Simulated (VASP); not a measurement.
# NaI (Pm-3m) in VASP: notebook

NaI is run at these levels: PBEsol, PBE; tasks: vibrations by perturbation theory, dielectric tensor.

All numbers are computed with VASP 6.6.1; they aren't measurements. Logs are shortened: lines on timing, memory, paths and dates and some standing lists are left out, and cuts for length are marked.

## (1) The cell of the first run

The structure is cubic, space group Pm-3m (No. 221). The conventional cell has a = 3.989 Å, b = 3.989 Å, c = 3.989 Å, α = 90.00°, β = 90.00°, γ = 90.00°. Na (site symmetry m-3m) has 8 I at 3.45 Å and 6 Na at 3.99 Å within 4.5 Å. Within 4.5 Å of I (site symmetry m-3m) lie 8 Na at 3.45 Å and 6 I at 3.99 Å.

## (2) Vibrations by perturbation theory, PBEsol

Input file INCAR:

```
ALGO     = Normal         # electronic algorithm
EDIFF    = 1E-8           # SCF threshold, eV
ENCUT    = 520            # plane-wave cutoff, eV
GGA      = PS             # functional
IBRION   = 8              # ionic algorithm
ISIF     = 2              # what is computed and relaxed
ISMEAR   = 0              # smearing method
LASPH    = True           # aspherical terms in the spheres
LCHARG   = True           # write CHGCAR
LEPSILON = True           # dielectric tensor by DFPT
LREAL    = False          # projectors in reciprocal space
LWAVE    = False          # write WAVECAR
NELM     = 60             # most SCF steps
NSW      = 1              # ionic steps
PREC     = Accurate       # precision mode
SIGMA    = 0.01           # smearing width, eV
```

Input file KPOINTS:

```
k-points
0
Gamma
  6 6 6
```

Input file POSCAR:

```
NaI
1.0
    3.9889478650      0.0000000000      0.0000000000
    0.0000000000      3.9889478650      0.0000000000
    0.0000000000      0.0000000000      3.9889478650
Na I
1 1
Direct
    0.0000000000      0.0000000000      0.0000000000
    0.5000000000      0.5000000000      0.5000000000
```

Potentials or basis: VASP PAW PBE potentials, release 64 (Na_pv, I).

Command:

```
cat potpaw_PBE.64/Na_pv/POTCAR potpaw_PBE.64/I/POTCAR > POTCAR
mpirun -np 1 vasp_std > vasp.out
```

OUTCAR:

```text
EDIFF = 1E-8
   ENCUT = 520
   GGA = PS
   IBRION = 8
   ISIF = 2
   ISMEAR = 0
   LASPH = True
   LEPSILON = True
   LREAL = False
   NELM = 60
   NSW = 1
   PREC = Accurate

 ion  position               nearest neighbor table
   1  0.000  0.000  0.000-
   2  0.500  0.500  0.500-

  LATTYP: Found a simple cubic cell.
 ALAT       =     3.9889478650

  Lattice vectors:

 A1 = (   3.9889478650,   0.0000000000,   0.0000000000)
 A2 = (   0.0000000000,   3.9889478650,   0.0000000000)
 A3 = (   0.0000000000,   0.0000000000,   3.9889478650)

Analysis of symmetry for initial positions (statically):
=====================================================================
 Subroutine PRICEL returns:
 Original cell was already a primitive cell.

 Routine SETGRP: Setting up the symmetry group for a
 simple cubic supercell.

 Subroutine GETGRP returns: Found 48 space group operations
 (whereof 48 operations were pure point group operations)
 out of a pool of 48 trial point group operations.

The static configuration has the point symmetry O_h .

Analysis of symmetry for dynamics (positions and initial velocities):
=====================================================================
 Subroutine PRICEL returns:
 Original cell was already a primitive cell.

 Routine SETGRP: Setting up the symmetry group for a
 simple cubic supercell.

 Subroutine GETGRP returns: Found 48 space group operations
 (whereof 48 operations were pure point group operations)
 out of a pool of 48 trial point group operations.

The dynamic configuration has the point symmetry O_h .

 Subroutine INISYM returns: Found 48 space group operations
 (whereof 48 operations are pure point group operations),
 and found     1 'primitive' translations

----------------------------------------------------------------------------------------

                                     Primitive cell

  volume of cell :      63.4710

  direct lattice vectors                    reciprocal lattice vectors
     3.988947865  0.000000000  0.000000000     0.250692672  0.000000000  0.000000000
     0.000000000  3.988947865  0.000000000     0.000000000  0.250692672  0.000000000
     0.000000000  0.000000000  3.988947865     0.000000000  0.000000000  0.250692672

  length of vectors
     3.988947865  3.988947865  3.988947865     0.250692672  0.250692672  0.250692672

  position of ions in fractional coordinates (direct lattice)
     0.000000000  0.000000000  0.000000000
     0.500000000  0.500000000  0.500000000

  ion indices of the primitive-cell ions
   primitive index   ion index
                 1           1
                 2           2

----------------------------------------------------------------------------------------

 KPOINTS: k-points

Automatic generation of k-mesh.
 Grid dimensions read from file:
 generate k-points for:    6    6    6

 Generating k-lattice:

  Cartesian coordinates                     Fractional coordinates (reciprocal lattice)
     0.041782112  0.000000000  0.000000000     0.166666667  0.000000000  0.000000000
     0.000000000  0.041782112  0.000000000     0.000000000  0.166666667  0.000000000
[... 422 lines left out ...]
  ---------------------------------------------------
  free energy    TOTEN  =        -0.58385625 eV

  energy without entropy =       -0.58385625

------------------------ aborting loop because EDIFF is reached ----------------------------------------

--------------------------------------- Ionic step        2  -------------------------------------------

------------------------ aborting loop because EDIFF is reached ----------------------------------------

--------------------------------------- Ionic step        3  -------------------------------------------

------------------------ aborting loop because EDIFF is reached ----------------------------------------

 PIEZOELECTRIC TENSOR FIELD DIRECTION 3  (e Angst)
 -----------------------------------------------------------------------------
    -0.00058  0.00000  0.00000           ( -0.00002  0.00000  0.00000)
     0.00000 -0.00058 -0.00000           (  0.00000 -0.00002  0.00000)
     0.00000 -0.00000  0.00101           (  0.00000  0.00000  0.00003)

 PIEZOELECTRIC TENSOR FIELD DIRECTION 3  (C/m^2)
 -----------------------------------------------------------------------------
    -0.00015  0.00000  0.00000
     0.00000 -0.00015 -0.00000
     0.00000 -0.00000  0.00026

--------------------------------------- Ionic step        4  -------------------------------------------

------------------------ aborting loop because EDIFF is reached ----------------------------------------

[... ionic steps 5 to 6 ...]

--------------------------------------- Ionic step        7  -------------------------------------------

 Free energy of the ion-electron system (eV)
  ---------------------------------------------------
  ---------------------------------------------------
  free energy    TOTEN  =        -0.08274830 eV

  energy without entropy =       -0.08274830

------------------------ aborting loop because EDIFF is reached ----------------------------------------

 INTERNAL STRAIN TENSOR  FOR ION    2  DIRECTION 1   (eV/Angst):
 -----------------------------------------------------------------------------
     0.00121  0.00000  0.00000
     0.00000  0.00523 -0.00000
    -0.00000 -0.00000  0.00523

 MACROSCOPIC STATIC DIELECTRIC TENSOR (including local field effects in DFT)
 ------------------------------------------------------
           3.962609     0.000000     0.000000
           0.000000     3.962609    -0.000000
           0.000000    -0.000000     3.962609
 ------------------------------------------------------

 PIEZOELECTRIC TENSOR (including local field effects)  for field in x, y, z        (e  Angst)
          XX          YY          ZZ          XY          YZ          ZX
  --------------------------------------------------------------------------------
  x     0.00000     0.00000     0.00000     0.00000     0.00000     0.00000
  y     0.00000     0.00000     0.00000     0.00000     0.00000     0.00000
  z     0.00000     0.00000     0.00000     0.00000     0.00000     0.00000

 PIEZOELECTRIC TENSOR (including local field effects)  for field in x, y, z        (C/m^2)
          XX          YY          ZZ          XY          YZ          ZX
  --------------------------------------------------------------------------------
  x     0.00000     0.00000     0.00000     0.00000     0.00000     0.00000
  y     0.00000     0.00000     0.00000     0.00000     0.00000     0.00000
  z     0.00000     0.00000     0.00000     0.00000     0.00000     0.00000

 BORN EFFECTIVE CHARGES (including local field effects) (in |e|, cummulative output)
 ---------------------------------------------------------------------------------
 ion    1
    1     1.35246     0.00000     0.00000
    2    -0.00000     1.35246     0.00000
    3     0.00000     0.00000     1.35246
 ion    2
    1    -1.35246    -0.00000    -0.00000
    2     0.00000    -1.35246    -0.00000
    3    -0.00000    -0.00000    -1.35246

 INTERNAL STRAIN TENSOR FOR ION    2 for displacements in x,y,z  (eV/Angst):
          X           Y           Z          XY          YZ          ZX
  --------------------------------------------------------------------------------
  x     0.00000     0.00000     0.00000     0.00000     0.00000     0.00000
  y     0.00000     0.00000     0.00000     0.00000     0.00000     0.00000
  z     0.00000     0.00000     0.00000     0.00000     0.00000     0.00000

 SECOND DERIVATIVES (NOT SYMMETRIZED)
 ------------------------------------
               1X          1Y          1Z          2X          2Y          2Z
  1X    -0.196520   -0.000000    0.000000    0.196520    0.000000   -0.000000
  1Y    -0.000000   -0.196520    0.000000    0.000000    0.196520   -0.000000
  1Z     0.000000    0.000000   -0.196520    0.000000   -0.000000    0.196520
  2X     0.213445   -0.000000    0.000000   -0.213445    0.000000    0.000000
  2Y    -0.000000    0.213445    0.000000    0.000000   -0.213445   -0.000000
  2Z    -0.000000   -0.000000    0.213445    0.000000    0.000000   -0.213445

 Eigenvectors and eigenvalues of the dynamical matrix
 ----------------------------------------------------

   1 f  =    1.581392 THz     9.936182 2PiTHz   52.749575 cm-1     6.540111 meV
             X         Y         Z           dx          dy          dz
      0.000000  0.000000  0.000000     0.914019    0.000000    0.000000
      1.994474  1.994474  1.994474    -0.405672   -0.000000    0.000000
[... 21 lines left out ...]
   6 f/i=    0.024213 THz     0.152136 2PiTHz    0.807666 cm-1     0.100138 meV
             X         Y         Z           dx          dy          dz
      0.000000  0.000000  0.000000     0.001431    0.000000   -0.405669
      1.994474  1.994474  1.994474     0.003224   -0.000000   -0.914013

--------------------------------------------------------------------------------------------------------

 MACROSCOPIC STATIC DIELECTRIC TENSOR IONIC CONTRIBUTION
 ------------------------------------------------------
          25.418747     0.000000     0.000000
           0.000000    25.418747     0.000000
           0.000000     0.000000    25.418747
 ------------------------------------------------------

 ELASTIC MODULI CONTR FROM IONIC RELAXATION (kBar)
 Direction    XX          YY          ZZ          XY          YZ          ZX
 --------------------------------------------------------------------------------
 XX           0.0000      0.0000      0.0000      0.0000      0.0000      0.0000
 YY           0.0000      0.0000      0.0000      0.0000      0.0000      0.0000
 ZZ           0.0000      0.0000      0.0000      0.0000      0.0000      0.0000
 XY           0.0000      0.0000      0.0000      0.0000      0.0000      0.0000
 YZ           0.0000      0.0000      0.0000      0.0000      0.0000      0.0000
 ZX           0.0000      0.0000      0.0000      0.0000      0.0000      0.0000
 --------------------------------------------------------------------------------

 PIEZOELECTRIC TENSOR IONIC CONTR  for field in x, y, z        (C/m^2)
          XX          YY          ZZ          XY          YZ          ZX
  --------------------------------------------------------------------------------
  x     0.00000     0.00000     0.00000     0.00000     0.00000     0.00000
  y     0.00000     0.00000     0.00000     0.00000     0.00000     0.00000
  z     0.00000     0.00000     0.00000     0.00000     0.00000     0.00000
```

Run time: 3.2 min. Hardware: 1 thread of Oxide Virtual Turin-like, shared host; peak memory 0.21 GiB.

What came out:

* Electronic dielectric tensor (diagonal): 3.96
* Born charges (mean of the diagonal): Na +1.35; I -1.35 e
* Highest phonon frequency at Γ, LO-TO splitting left out: 53 cm⁻¹

Phonon frequencies in cm⁻¹ (negative: imaginary):
```csv
q point,frequencies
"(0.000, 0.000, 0.000)",-1 -1 -1 53 53 53
```

Electronic dielectric tensor:
```
3.96 0.00 0.00
0.00 3.96 0.00
0.00 0.00 3.96
```

Born effective charge tensors (e):
atom 1, Na
```
1.35 0.00 0.00
0.00 1.35 0.00
0.00 0.00 1.35
```
atom 2, I
```
-1.35  0.00  0.00
 0.00 -1.35  0.00
 0.00  0.00 -1.35
```

Caveat: the structure was generated, so it needn't be the stable form of NaI; the PAW data sets were made with another functional, which shifts forces and pressure a little; spin-orbit coupling is left out, which moves the levels of the heavy elements.

## (3) Dielectric tensor, PBE

This run uses another cell than the first one, of 32.98 Å³/atom.

Input file INCAR:

```
PREC     = Accurate       # precision mode
ENCUT    = 520            # plane-wave cutoff, eV
EDIFF    = 1E-8           # SCF threshold, eV
ISMEAR   = 0              # smearing method
SIGMA    = 0.01           # smearing width, eV
LREAL    = False          # projectors in reciprocal space
LASPH    = True           # aspherical terms in the spheres
NELM     = 100            # most SCF steps
ALGO     = Normal         # electronic algorithm
ISIF     = 2              # what is computed and relaxed
LWAVE    = False          # write WAVECAR
LCHARG   = False          # write CHGCAR
GGA      = PE             # functional
LEPSILON = True           # dielectric tensor by DFPT
```

Input file KPOINTS:

```
regular mesh
0
Gamma
  6 6 6
```

Input file POSCAR:

```
NaI
1.0
    4.0405366006      0.0000000000      0.0000000000
    0.0000000000      4.0405366006      0.0000000000
    0.0000000000      0.0000000000      4.0405366006
Na I
1 1
Direct
    0.0000000000      0.0000000000      0.0000000000
    0.5000000000      0.5000000000      0.5000000000
```

Potentials or basis: VASP PAW PBE potentials, release 64 (Na_pv, I).

Command:

```
cat potpaw_PBE.64/Na_pv/POTCAR potpaw_PBE.64/I/POTCAR > POTCAR
mpirun -np 1 vasp_std > vasp.out
```

OUTCAR:

```text
PREC = Accurate
   ENCUT = 520
   EDIFF = 1E-8
   ISMEAR = 0
   LREAL = False
   LASPH = True
   NELM = 100
   ISIF = 2
   GGA = PE
   LEPSILON = True

 ion  position               nearest neighbor table
   1  0.000  0.000  0.000-
   2  0.500  0.500  0.500-

  LATTYP: Found a simple cubic cell.
 ALAT       =     4.0405366006

  Lattice vectors:

 A1 = (   4.0405366006,   0.0000000000,   0.0000000000)
 A2 = (   0.0000000000,   4.0405366006,   0.0000000000)
 A3 = (   0.0000000000,   0.0000000000,   4.0405366006)

Analysis of symmetry for initial positions (statically):
=====================================================================
 Subroutine PRICEL returns:
 Original cell was already a primitive cell.
[... 515 lines left out ...]
    -0.00014  0.00000  0.00000
     0.00000 -0.00014  0.00000
     0.00000  0.00000  0.00021

 MACROSCOPIC STATIC DIELECTRIC TENSOR (including local field effects in DFT)
 ------------------------------------------------------
           3.821059     0.000000    -0.000000
           0.000000     3.821059    -0.000000
           0.000000     0.000000     3.821059
 ------------------------------------------------------

 PIEZOELECTRIC TENSOR (including local field effects)  for field in x, y, z        (e  Angst)
          XX          YY          ZZ          XY          YZ          ZX
  --------------------------------------------------------------------------------
  x     0.00000     0.00000     0.00000     0.00000     0.00000     0.00000
  y     0.00000     0.00000     0.00000     0.00000     0.00000     0.00000
  z     0.00000     0.00000     0.00000     0.00000     0.00000     0.00000

 PIEZOELECTRIC TENSOR (including local field effects)  for field in x, y, z        (C/m^2)
          XX          YY          ZZ          XY          YZ          ZX
  --------------------------------------------------------------------------------
  x     0.00000     0.00000     0.00000     0.00000     0.00000     0.00000
  y     0.00000     0.00000     0.00000     0.00000     0.00000     0.00000
  z     0.00000     0.00000     0.00000     0.00000     0.00000     0.00000

 BORN EFFECTIVE CHARGES (including local field effects) (in |e|, cummulative output)
 ---------------------------------------------------------------------------------
 ion    1
    1     1.36105     0.00000    -0.00000
    2     0.00000     1.36105    -0.00000
    3    -0.00000     0.00000     1.36105
 ion    2
    1    -1.36105    -0.00000     0.00000
    2    -0.00000    -1.36105     0.00000
    3     0.00000    -0.00000    -1.36105
```

stdout:

```text
POSCAR found type information on POSCAR NaI
 POSCAR found :  2 types and       2 ions
 scaLAPACK will be used
 LDA part: xc-table for (Slater+PW92), standard interpolation
 POSCAR, INCAR and KPOINTS ok, starting setup
 FFT: planning ... GRIDC
 FFT: planning ... GRID_SOFT
 FFT: planning ... GRID
 WAVECAR not read
 entering main loop
 Linear response reoptimize wavefunctions to high precision
 Linear response G [H, r] |phi>, progress :
  Direction:   1
 Linear response G [H, r] |phi>, progress :
  Direction:   2
 Linear response G [H, r] |phi>, progress :
  Direction:   3
 Linear response to external field (no local field effect), progress :
  Direction:   1
 dielectric tensor                  component  1 :     3.567    -0.149    -0.067
 Linear response to external field (no local field effect), progress :
  Direction:   2
 dielectric tensor                  component  2 :    -0.149     3.848    -0.089
 Linear response to external field (no local field effect), progress :
  Direction:   3
 dielectric tensor                  component  3 :    -0.068    -0.089     5.387
 Linear response to external field, progress :
  Direction:   1
 dielectric tensor                  component  1 :     3.821    -0.109    -0.090
 Linear response to external field, progress :
  Direction:   2
 dielectric tensor                  component  2 :    -0.110     3.821    -0.089
 Linear response to external field, progress :
  Direction:   3
 dielectric tensor                  component  3 :    -0.083    -0.117     3.821
 Born effective charges drift removed
```

It took 2.7 min on 1 thread of Oxide Virtual Turin-like, shared host; peak memory 0.2 GiB.

What came out:

```yaml
Band_gap_on_the_k_mesh: 2.30 eV (least direct gap 2.79 eV)
Electronic_dielectric_tensor_diagonal: 3.82
Born_charges_mean_of_the_diagonal: Na +1.36; I -1.36 e
```

Levels at points of the mesh, in eV from the valence-band top:
```csv
k point,band 3,band 4,band 5,band 6,band 7,band 8,band 9,band 10,band 11
"(0.00, 0.00, 0.00)",-23.70,-11.82,-0.65,-0.65,-0.65,2.30,5.59,5.59,11.21
"(0.50, 0.00, 0.00)",-23.70,-11.49,-3.26,-0.32,-0.32,4.64,6.29,7.06,7.91
"(0.50, 0.50, 0.00)",-23.70,-11.21,-2.59,-2.59,0.00,2.79,7.00,8.26,8.26
"(0.50, 0.50, 0.50)",-23.71,-10.93,-2.10,-2.10,-2.10,4.18,4.18,4.18,6.55
```

Electronic dielectric tensor:
```
3.82 0.00 0.00
0.00 3.82 0.00
0.00 0.00 3.82
```

Born effective charge tensors (e):
atom 1, Na
```
1.36 0.00 0.00
0.00 1.36 0.00
0.00 0.00 1.36
```
atom 2, I
```
-1.36  0.00  0.00
 0.00 -1.36  0.00
 0.00  0.00 -1.36
```

Caveat: the structure was generated, so it needn't be the stable form of NaI; spin-orbit coupling is left out, which moves the levels of the heavy elements. A k mesh can miss the band edges.
